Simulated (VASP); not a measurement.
# SiC4 in VASP: further runs

The runs below take SiC4 through single point, relaxation of cell and atoms, with PBE.

Everything below comes from runs of VASP 6.6.1. Logs are shortened: lines on timing, memory, paths and dates and some standing lists are left out, and cuts for length are marked.

### 1 The cell of the first run

The typed cell holds 10 atoms: a = 3.546 Å, b = 5.569 Å, c = 7.087 Å, α = 90.13°, β = 90.00°, γ = 89.74°.

### 2 Single point, PBE

Contents of INCAR:

```
PREC     = Accurate       # precision mode
ENCUT    = 520            # plane-wave cutoff, eV
EDIFF    = 1E-7           # SCF threshold, eV
ISMEAR   = 0              # smearing method
SIGMA    = 0.2            # smearing width, eV
LREAL    = F              # projectors in reciprocal space
LASPH    = T              # aspherical terms in the spheres
NELM     = 100            # most SCF steps
ALGO     = Normal         # electronic algorithm
ISIF     = 2              # what is computed and relaxed
LWAVE    = F              # write WAVECAR
LCHARG   = T              # write CHGCAR
GGA      = PE             # functional
LELF     = T              # ELF
LVHAR    = T            
NBANDS   = 31             # bands
```

Contents of KPOINTS:

```
regular mesh
0
Gamma
  6 4 4
```

Contents of POSCAR:

```
SiC4
1.0
   -3.5457425289      0.0000003711     -0.0079417866
   -0.0127516988      0.0061355811     -5.5692424612
   -0.0000171952     -7.0872031166      0.0079635627
Si C
2 8
Direct
   -0.0016468731      0.3645932289      0.0004341205
   -0.0019699452      0.3645582590      0.5005003880
    0.0004637364      0.0461386220      0.8516952370
    0.0004790873      0.0461289202      0.3517292159
    0.2964095177      0.0470839406     -0.0001159478
    0.2964539681      0.0470040008      0.4998869530
    0.0004519226      0.0461164349      0.6480368446
    0.0004487342      0.0461993968      0.1480710291
    0.7045266225      0.0470880205     -0.0001132209
    0.7043832294      0.0470891768      0.4998753807
```

Potentials or basis: VASP PAW PBE potentials, release 64 (Si, C).

Run with:

```
cat potpaw_PBE.64/Si/POTCAR potpaw_PBE.64/C/POTCAR > POTCAR
mpirun -np 1 vasp_std > vasp.out
```

OUTCAR:

```text
PREC = Accurate
   ENCUT = 520
   EDIFF = 1E-7
   ISMEAR = 0
   LREAL = F
   LASPH = T
   NELM = 100
   ISIF = 2
   GGA = PE

 ion  position               nearest neighbor table
   1  0.998  0.365  0.000-   5 2.06   9 2.06   8 2.06   3 2.06
   2  0.998  0.365  0.501-  10 2.06   6 2.06   7 2.06   4 2.06
   3  0.000  0.046  0.852-   7 1.44   9 1.48   5 1.48   1 2.06
   4  0.000  0.046  0.352-   8 1.44   6 1.48  10 1.48   2 2.06
   5  0.296  0.047  1.000-   9 1.45   3 1.48   8 1.48   1 2.06
   6  0.296  0.047  0.500-  10 1.45   4 1.48   7 1.48   2 2.06
   7  0.000  0.046  0.648-   3 1.44   6 1.48  10 1.48   2 2.06
   8  0.000  0.046  0.148-   4 1.44   9 1.48   5 1.48   1 2.06
   9  0.705  0.047  1.000-   5 1.45   8 1.48   3 1.48   1 2.06
  10  0.704  0.047  0.500-   6 1.45   4 1.48   7 1.48   2 2.06

  LATTYP: Found a triclinic cell.
 ALAT       =     3.5457514229
 B/A-ratio  =     2.2349843767
 C/A-ratio  =     1.5706855262
 COS(alpha) =     0.0000364583
 COS(beta)  =     0.0045294482
 COS(gamma) =     0.4474302462

  Lattice vectors:

 A1 = (   3.5457425289,  -0.0000003711,   0.0079417866)
 A2 = (   3.5457597241,   7.0872027455,  -0.0000217761)
 A3 = (   0.0127516988,  -0.0061355811,   5.5692424612)

Analysis of symmetry for initial positions (statically):
=====================================================================
 Subroutine PRICEL returns:
 Original cell was already a primitive cell.

 Routine SETGRP: Setting up the symmetry group for a
 triclinic supercell.

 Subroutine GETGRP returns: Found  1 space group operations
 (whereof  1 operations were pure point group operations)
 out of a pool of  2 trial point group operations.

The static configuration has the point symmetry C_1 .

Analysis of symmetry for dynamics (positions and initial velocities):
=====================================================================
 Subroutine PRICEL returns:
 Original cell was already a primitive cell.

 Routine SETGRP: Setting up the symmetry group for a
 triclinic supercell.

 Subroutine GETGRP returns: Found  1 space group operations
 (whereof  1 operations were pure point group operations)
 out of a pool of  2 trial point group operations.

The dynamic configuration has the point symmetry C_1 .

 Subroutine INISYM returns: Found  1 space group operations
 (whereof  1 operations are pure point group operations),
[... 113 lines left out ...]
   LREAL  =      F    real-space projection
   EDIFFG = 0.1E-05   stopping-criterion for IOM
   NSW    =      0    number of steps for IOM
   IBRION =     -1    ionic relax: 0-MD 1-quasi-New 2-CG
   NFREE  =      0    steps in history (QN), initial steepest desc. (CG)
   ISIF   =      2    stress and relaxation
   ISYM   =      2    0-nonsym 1-usesym 2-fastsym
   POTIM  = 0.5000    time-step for ionic-motion
   TEBEG  =    0.0;   TEEND  =   0.0 temperature during run
   PSTRESS=    0.0 pullay stress
   NELECT =      40.0000    total number of electrons
   NUPDOWN=      -1.0000    fix difference up-down
   EMIN   =  10.00;   EMAX   =-10.00  energy-range for DOS
   EFERMI =   0.00;   METHOD = LEGACY
   ISMEAR =     0;   SIGMA  =   0.20  broadening in eV -4-tet -1-fermi 0-gaus
   EFERMI_NEDOS =   21; number of points for ismear=-14 and -15
   IALGO  =     38    algorithm
   IMIX   =      4    mixing-type and parameters
     AMIX     =   0.40;   BMIX     =  1.00
     AMIX_MAG =   1.60;   BMIX_MAG =  1.00
  volume/ion in A,a.u.               =      14.00        94.44
  Fermi-wavevector in a.u.,A,eV,Ry     =   1.078375  2.037833 15.822106  1.162892
  Thomas-Fermi vector in A             =   2.214312
   LORBIT       =      0    0 simple, 1 ext, 2 COOP (PROOUT), +10 PAW based schemes
   GGA     = PE    functional components
   LHFCALC =     F    Hartree Fock is set to
   AEXX    =    0.0000 exact exchange contribution
   IVDW    =     0    specifies the selected vdW correction
   LEPSILON=     F    determine dielectric tensor
   LRPA    =     F    only Hartree local field effects (RPA)
 non-spin polarized calculation
 Gauss-broadening in eV      SIGMA  =   0.20
  energy-cutoff  :      520.00
  volume of cell :      139.95
 maximum number of plane-waves:      3792
 NGX is ok and might be reduce to    28

 number of electron      39.9999995 magnetization

 Free energy of the ion-electron system (eV)
  ---------------------------------------------------
  ext. energy  EPLUGINS =         0.00000000
  ---------------------------------------------------
  free energy    TOTEN  =       -76.20354684 eV

  energy without entropy =      -76.16324290  energy(sigma->0) =      -76.18339487

 E-fermi :   3.9747     XC(G=0):  -8.6317

 val. band max:        3.9680152584   @ k =   0.0000   0.2500  -0.0000
 cond. band min:       4.0052181864   @ k =   0.5000   0.2500   0.0000
 fundamental gap:      0.0372029280
 Fermi energy:         3.9746632060

 k-point     1 :       0.0000    0.0000    0.0000
  band No.  band energies     occupation
      1     -16.7885      2.00000
      2     -16.0221      2.00000
      3     -11.8983      2.00000
      4      -8.0380      2.00000
      5      -7.7685      2.00000
      6      -7.7476      2.00000
[... 805 lines left out ...]
     30      10.2938      0.00000
     31      10.7972      0.00000

 [... further k-points ...]
[... 5 lines left out ...]
  --------------------------------------------------------------------------------------
  -------------------------------------------------------------------------------------
  Total        0.2397199      0.0850371     -0.0950789      0.0015736     -0.0015001     -0.0019941
  in kB        2.7443482      0.9735175     -1.0884773      0.0180147     -0.0171729     -0.0228289
  external PRESSURE =       0.8764628 kB  Pullay stress =       0.0000000 kB

 VOLUME and BASIS-vectors are now :
 -----------------------------------------------------------------------------
  energy-cutoff  :      520.00
  volume of cell :      139.95
      direct lattice vectors                 reciprocal lattice vectors
    -3.545742529  0.000000371 -0.007941787    -0.282029820  0.000001410  0.000645755
    -0.012751699  0.006135581 -5.569242461     0.000402177 -0.000201763 -0.179558777
    -0.000017195 -7.087203117  0.007963563     0.000000333 -0.141099560 -0.000155449

 POSITION                                       TOTAL-FORCE (eV/Angst)
 -----------------------------------------------------------------------------------
     -3.54455     -0.00084     -2.03843         0.000817      0.000408      0.006494
     -3.54341     -3.54491     -2.03425        -0.001113      0.001247      0.007086
     -0.00225     -6.03585     -0.25018         0.000471      0.047454      0.007855
     -0.00229     -2.49249     -0.25411         0.003286      0.057709      0.005269
     -1.05161     -7.08609     -0.25661        -0.066906      0.000344     -0.011127
     -1.05176     -3.54251     -0.26015        -0.038771      0.000962     -0.010034
     -0.00220     -4.59249     -0.25168         0.000579     -0.057486      0.006038
     -0.00218     -1.04913     -0.25612        -0.002574     -0.050597      0.008471
     -2.49869     -7.08611     -0.25988         0.067069      0.001480     -0.010116
     -2.49817     -3.54243     -0.26386         0.037144     -0.001520     -0.009936
 -----------------------------------------------------------------------------------
    total drift:                               -0.000120      0.000138     -0.000497

  FREE ENERGIE OF THE ION-ELECTRON SYSTEM (eV)
  ---------------------------------------------------
  free  energy   TOTEN  =       -76.2035468445 eV

  energy  without entropy=      -76.1632428973  energy(sigma->0) =      -76.18339487
```

Wall time 1.8 min (1 thread of Intel Xeon 6975P-C (Granite Rapids), shared host); peak memory 0.33 GiB.

Results:

* Free energy: -76.2035 eV
* Pressure: 0.1 GPa
* Largest force: 0.068 eV/Å
* Band gap on the k mesh: zero (bands 20 and 21 overlap by 0.17 eV)

Forces in eV/Å, atoms in the order of the input:
```
Si   0.001  0.000  0.006
Si  -0.001  0.001  0.007
C    0.000  0.047  0.008
C    0.003  0.058  0.005
C   -0.067  0.000 -0.011
C   -0.039  0.001 -0.010
C    0.001 -0.057  0.006
C   -0.003 -0.051  0.008
C    0.067  0.001 -0.010
C    0.037 -0.002 -0.010
```

Caveat: semilocal functionals underestimate gaps, and a narrow one can read as zero.

### 3 Relaxation of cell and atoms, PBE

This run uses another cell than the first one: it holds 5 atoms, not 10.

Contents of INCAR:

```
PREC     = Accurate       # precision mode
ENCUT    = 600            # plane-wave cutoff, eV
EDIFF    = 1E-6           # SCF threshold, eV
ISMEAR   = 0              # smearing method
SIGMA    = 0.1            # smearing width, eV
LREAL    = False          # projectors in reciprocal space
LASPH    = True           # aspherical terms in the spheres
NELM     = 60             # most SCF steps
ALGO     = Normal         # electronic algorithm
ISIF     = 3              # what is computed and relaxed
LWAVE    = False          # write WAVECAR
LCHARG   = False          # write CHGCAR
GGA      = PE             # functional
IBRION   = 2              # ionic algorithm
NSW      = 100            # ionic steps
EDIFFG   = -0.01          # ionic threshold
```

Contents of KPOINTS:

```
Automatic mesh
0
Gamma
  10 10 8
```

Contents of POSCAR:

```
SiC4
1.0
    3.5406464684      0.0000000000      0.0000000000
    0.0000000000      3.5406464684      0.0000000000
    0.0000000000      0.0000000000      5.2540425418
Si C
1 4
Direct
    0.0000000000      0.0000000000      0.6186801372
    0.0000000000      0.2963865148      0.9575799657
    0.7036134852      0.0000000000      0.9575799657
    0.0000000000      0.7036134852      0.9575799657
    0.2963865148      0.0000000000      0.9575799657
```

Potentials or basis: VASP PAW PBE potentials, release 64 (Si, C).

Run with:

```
cat potpaw_PBE.64/Si/POTCAR potpaw_PBE.64/C/POTCAR > POTCAR
mpirun -np 1 vasp_std > vasp.out
```

Run time: 5.5 min. Hardware: 1 thread of Intel Xeon 6975P-C (Granite Rapids), shared host; peak memory 0.24 GiB.

Results (log left out):

```
Free energy                           : -38.1143 eV
Relaxed volume                        : 13.82 Å³/atom
Relaxed cell                          : a = 3.547 Å, b = 3.547 Å, c = 5.492 Å, α = 90.00°, β = 90.00°, γ = 90.00°
Space group after relaxing (to 0.1 Å) : P4mm (No. 99)
Energy gained by relaxing             : 0.6 meV/atom
Ionic steps                           : 18
Pressure after relaxing               : -0.1 GPa
Largest force after relaxing          : 0.007 eV/Å
Band gap on the k mesh                : zero (bands 10 and 11 overlap by 0.25 eV)
```

Forces on the atoms (eV/Å):
```
Si   0.000  0.000 -0.007
C    0.000  0.004  0.002
C   -0.004  0.000  0.002
C    0.000 -0.004  0.002
C    0.004  0.000  0.002
```

Stress tensor (GPa, compression positive):
```
-0.11  0.00  0.00
 0.00 -0.11  0.00
 0.00  0.00  0.05
```

Step by step:
```
step  energy change (eV)  largest force (eV/Å)  pressure (GPa)  volume (Å³)
   1              0.0000                0.0648            0.06        65.87
   2             -0.0001                0.0693            0.13        65.92
   3             -0.0001                0.0450            0.11        65.90
   4             -0.0002                0.0163            0.08        65.94
   5             -0.0003                0.0068            0.05        65.98
   6             -0.0003                0.0073            0.06        66.01
   7             -0.0005                0.0073            0.06        66.11
   8             -0.0008                0.0091            0.08        66.30
   9             -0.0014                0.0220            0.12        66.68
  10             -0.0022                0.0569            0.25        67.45
  11             -0.0020                0.1649            0.54        68.99
  12             -0.0023                0.1202            0.42        68.34
  13             -0.0024                0.1067            0.36        68.43
  14             -0.0027                0.0663            0.17        68.70
  15             -0.0028                0.0159           -0.18        69.24
  16             -0.0028                0.0127           -0.06        69.07
  17             -0.0028                0.0114           -0.07        69.08
  18             -0.0028                0.0066           -0.06        69.09
```

Final structure:
```
Si C
1.0
     3.54686    0.00000    0.00000
     0.00000    3.54686    0.00000
     0.00000    0.00000    5.49202
Si C
1 4
Direct
  0.00000 0.00000 0.63257
  0.00000 0.29613 0.95411
  0.70387 0.00000 0.95411
  0.00000 0.70387 0.95411
  0.29613 0.00000 0.95411
```

Levels at points of the mesh, in eV from the Fermi level:
| k point | band 7 | band 8 | band 9 | band 10 | band 11 | band 12 | band 13 | band 14 |
| --- | --- | --- | --- | --- | --- | --- | --- | --- |
| (0.00, 0.00, 0.00) | -5.38 | -4.36 | -0.38 | -0.38 | -0.12 | 4.71 | 4.71 | 5.08 |
| (0.50, 0.00, 0.00) | -6.20 | -5.11 | -4.15 | -0.26 | 0.09 | 2.94 | 3.67 | 5.43 |
| (0.50, 0.50, 0.00) | -5.44 | -4.32 | -4.32 | -2.83 | 0.85 | 0.85 | 4.06 | 5.89 |
| (0.00, 0.00, 0.50) | -4.40 | -4.36 | -0.52 | -0.52 | -0.20 | 2.00 | 4.94 | 4.94 |
| (0.50, 0.00, 0.50) | -6.23 | -5.31 | -3.27 | -0.03 | 0.71 | 2.58 | 3.70 | 3.89 |
| (0.50, 0.50, 0.50) | -5.51 | -4.41 | -4.41 | -1.99 | 1.64 | 1.64 | 3.53 | 4.31 |

Caveat: semilocal functionals underestimate gaps, and a narrow one can read as zero.

### 4 Relaxation of cell and atoms, PBE

This run uses another cell than the first one: it holds 5 atoms, not 10.

Contents of INCAR:

```
SYSTEM = SiC4
PREC = Accurate ; ENCUT = 600
EDIFF = 1E-7 ; ISMEAR = 0
SIGMA = 0.1 ; LREAL = .FALSE.
LASPH = .TRUE. ; NELM = 60
ALGO = Normal ; ISIF = 3
LWAVE = .FALSE. ; LCHARG = .FALSE.
GGA = PE ; IBRION = 2
NSW = 100 ; EDIFFG = -0.01
```

Contents of KPOINTS:

```
Automatic mesh
0
G
  10 10 8
  0 0 0
```

Contents of POSCAR:

```
SiC4
1.0
    3.5469597539      0.0000000000      0.0000000000
    0.0000000000      3.5469597539      0.0000000000
    0.0000000000      0.0000000000      5.6238180921
Si C
1 4
Direct
    0.0000000000      0.0000000000      0.6389075630
    0.0000000000      0.2959858796      0.9525231092
    0.7040141204      0.0000000000      0.9525231092
    0.0000000000      0.7040141204      0.9525231092
    0.2959858796      0.0000000000      0.9525231092
```

Run with:

```
cat potpaw_PBE.64/Si/POTCAR potpaw_PBE.64/C/POTCAR > POTCAR
mpirun -np 1 vasp_std > vasp.out
```

It took 8.2 min on 1 thread of Intel Xeon 6975P-C (Granite Rapids), shared host; peak memory 0.27 GiB.

The run converged. Its results:

| Quantity | Value |
| --- | --- |
| Free energy | -38.1198 eV |
| Relaxed volume | 13.64 Å³/atom |
| Relaxed cell | a = 3.545 Å, b = 3.545 Å, c = 5.430 Å, α = 90.00°, β = 90.00°, γ = 90.00° |
| Space group after relaxing (to 0.1 Å) | P4mm (No. 99) |
| Energy gained by relaxing | 0.2 meV/atom |
| Ionic steps | 25 |
| Pressure after relaxing | 0.0 GPa |
| Largest force after relaxing | 0.005 eV/Å |
| Band gap on the k mesh | zero (bands 10 and 11 overlap by 0.28 eV) |

Forces on the atoms (eV/Å):
```
Si   0.000  0.000 -0.005
C    0.000  0.000  0.001
C    0.000  0.000  0.001
C    0.000  0.000  0.001
C    0.000  0.000  0.001
```

The path:
| step | energy change (eV) | largest force (eV/Å) | pressure (GPa) | volume (Å³) |
| --- | --- | --- | --- | --- |
| 1 | 0.0000 | 0.0483 | -0.02 | 70.75 |
| 2 | 0.0007 | 0.2111 | -0.18 | 70.73 |
| 3 | -0.0001 | 0.0039 | -0.06 | 70.75 |
| 4 | -0.0001 | 0.0183 | 0.00 | 70.70 |
| 5 | -0.0001 | 0.0279 | 0.03 | 70.68 |
| 6 | -0.0001 | 0.0274 | 0.01 | 70.67 |
| 7 | -0.0001 | 0.0259 | -0.02 | 70.62 |
| 8 | -0.0002 | 0.0232 | -0.10 | 70.54 |
| 9 | -0.0003 | 0.0298 | -0.25 | 70.38 |
| 10 | -0.0003 | 0.0294 | -0.26 | 70.37 |
| 11 | -0.0003 | 0.0279 | -0.26 | 70.35 |
| 12 | -0.0003 | 0.0250 | -0.26 | 70.31 |
| 13 | -0.0004 | 0.0192 | -0.28 | 70.22 |
| 14 | -0.0005 | 0.0165 | -0.31 | 70.04 |
| 15 | -0.0006 | 0.0173 | -0.36 | 69.68 |
| 16 | -0.0007 | 0.0643 | -0.46 | 68.97 |
| 17 | -0.0007 | 0.0558 | -0.43 | 68.87 |
| 18 | -0.0009 | 0.0307 | -0.33 | 68.55 |
| 19 | -0.0010 | 0.0306 | -0.12 | 67.92 |
| 20 | -0.0010 | 0.0289 | -0.18 | 68.08 |
| 21 | -0.0011 | 0.0264 | -0.15 | 68.10 |
| 22 | -0.0012 | 0.0189 | -0.07 | 68.15 |
| 23 | -0.0012 | 0.0221 | 0.10 | 68.25 |
| 24 | -0.0012 | 0.0149 | 0.03 | 68.21 |
| 25 | -0.0012 | 0.0051 | 0.03 | 68.22 |

Final structure:
```xyz
5
Lattice="3.5447 0.0000 0.0000 0.0000 3.5447 0.0000 0.0000 0.0000 5.4298" Properties=species:S:1:pos:R:3 pbc="T T T"
Si    0.0000    0.0000    3.4171
C     0.0000    1.0499    5.1850
C     2.4948    0.0000    5.1850
C     0.0000    2.4948    5.1850
C     1.0499    0.0000    5.1850
```

Levels at points of the mesh, in eV from the Fermi level:
| k point | band 7 | band 8 | band 9 | band 10 | band 11 | band 12 | band 13 | band 14 |
| --- | --- | --- | --- | --- | --- | --- | --- | --- |
| (0.00, 0.00, 0.00) | -5.43 | -4.36 | -0.37 | -0.37 | -0.11 | 4.68 | 4.68 | 5.08 |
| (0.50, 0.00, 0.00) | -6.21 | -5.10 | -4.19 | -0.30 | 0.10 | 2.95 | 3.67 | 5.40 |
| (0.50, 0.50, 0.00) | -5.43 | -4.32 | -4.32 | -2.87 | 0.81 | 0.81 | 4.07 | 5.94 |
| (0.00, 0.00, 0.50) | -4.36 | -4.36 | -0.53 | -0.53 | -0.21 | 2.02 | 4.95 | 4.95 |
| (0.50, 0.00, 0.50) | -6.24 | -5.33 | -3.23 | -0.03 | 0.74 | 2.58 | 3.71 | 3.88 |
| (0.50, 0.50, 0.50) | -5.52 | -4.42 | -4.42 | -1.94 | 1.67 | 1.67 | 3.51 | 4.28 |

Caveat: semilocal functionals underestimate gaps, and a narrow one can read as zero.

### 5 Overview

```tsv
task	cell	k mesh	cutoff (eV)	smearing	gap on the mesh (eV)	pressure (GPa)	relaxed volume (Å³/atom)	largest force (eV/Å)
single point	a = 3.546, b = 5.569, c = 7.087 Å, angles 90.1, 90.0, 89.7°, 10 atoms, atomic positions A	6 × 4 × 4	520	gaussian 0.2 eV	none	0.1	-	0.07
relaxation of cell and atoms	relaxed from a = 3.541, b = 3.541, c = 5.254 Å, 5 atoms, atomic positions B	10 × 10 × 8	600	gaussian 0.1 eV	none	-0.1	13.82	0.01
relaxation of cell and atoms	relaxed from a = 3.547, b = 3.547, c = 5.624 Å, 5 atoms, atomic positions C	10 × 10 × 8	600	gaussian 0.1 eV	none	0.0	13.64	0.01
```

Alike in all rows: level PBE; potentials or basis VASP PAW PBE potentials, release 64 (Si, C); no spin polarisation.

Caveats: semilocal functionals underestimate gaps, and a narrow one can read as zero.

Absolute energies hang on the potentials; compare differences alone.

The gap in the log of VASP goes by the Fermi energy; the results here count the filled bands.